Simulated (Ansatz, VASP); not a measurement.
# One calculation of HfBr2F2, two programs

```
Hf Br F
1.0
     5.93749    0.00000    0.00000
     0.00000    5.93749    0.00000
     0.00000    0.00000    5.09604
Hf Br F
2 4 4
Direct
  0.00000 0.00000 0.00000
  0.50000 0.50000 0.00000
  0.31978 0.81978 0.50000
  0.81978 0.68022 0.50000
  0.18022 0.31978 0.50000
  0.68022 0.18022 0.50000
  0.31435 0.18565 0.00000
  0.81435 0.31435 0.00000
  0.18565 0.68565 0.00000
  0.68565 0.81435 0.00000
```

Change from the starting cell: species swapped into the Yb2CdPd2 type (P4/mbm, No. 127).

Alike in both runs: functional PBE; k mesh 6 × 6 × 8; occupations gaussian, width 0.1 eV; no spin polarisation.

Ansatz relaxed the structure, and its values are those at the end. VASP's run is a single point on that final structure, the one shown.

|  | VASP | Ansatz |
| --- | --- | --- |
| version | VASP 6.6.1 | Ansatz 0.2.0 |
| potentials or method | VASP PAW PBE potentials, release 64 (Hf_pv, Br, F), cutoff 520 eV | scalar-relativistic, plane waves, PAW |
| valence electrons in the cell | 76 | 108 |

|  | VASP | Ansatz | Ansatz less VASP |
| --- | --- | --- | --- |
| gap on the k mesh at the Fermi level (eV) | none | none | - |
| pressure (GPa) | -1.0 | 0.0 | +0.95 |
| rms of the force components (eV/Å) | 0.024 | 0.000 | -0.0240 |

A gap of «none» marks a metal or a gap that the smearing closes. VASP's potentials hold 76 valence electrons a cell and Ansatz's 108, so a difference there can come from the potentials and not from the codes.

Neither program's run includes spin-orbit coupling.
